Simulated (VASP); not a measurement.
Input of a VASP 6.6.1 run:

File INCAR:

```
PREC     = Accurate       # precision mode
ENCUT    = 520            # plane-wave cutoff, eV
EDIFF    = 1E-6           # SCF threshold, eV
ISMEAR   = -1             # smearing method
SIGMA    = 0.1            # smearing width, eV
LREAL    = False          # projectors in reciprocal space
LASPH    = True           # aspherical terms in the spheres
NELM     = 80             # most SCF steps
ALGO     = Normal         # electronic algorithm
ISIF     = 2              # what is computed and relaxed
LWAVE    = False          # write WAVECAR
LCHARG   = False          # write CHGCAR
GGA      = B5             # functional
ALDAX    = 1.0          
AGGAX    = 1.0          
AGGAC    = 1.0          
ALDAC    = 0.0          
NBANDS   = 11             # bands
```

Contents of KPOINTS:

```
regular mesh
0
Gamma
  13 13 13
```

The input POSCAR:

```
Pt
1.0
    2.6418538009      0.0000000000      0.0000000000
    0.0000000000      2.6418538009      0.0000000000
    0.0000000000      0.0000000000      2.6418538009
Pt
1
Direct
    0.0000000000      0.0000000000      0.0000000000
```

Potentials or basis: VASP PAW PBE potentials, release 64 (Pt).

Command:

```bash
$ cat potpaw_PBE.64/Pt/POTCAR > POTCAR
$ mpirun -np 1 vasp_std > vasp.out
```

Q: Predict the band gap on the k mesh.

A: Zero (band 5 reaches 10.19 eV, above the bottom of band 6 at 7.45 eV).

Q: Estimate the pressure.

A: 7.8 GPa.

Caveat: the PAW data sets were made with another functional, which shifts forces and pressure a little; spin-orbit coupling is left out, which moves the levels of the heavy elements.
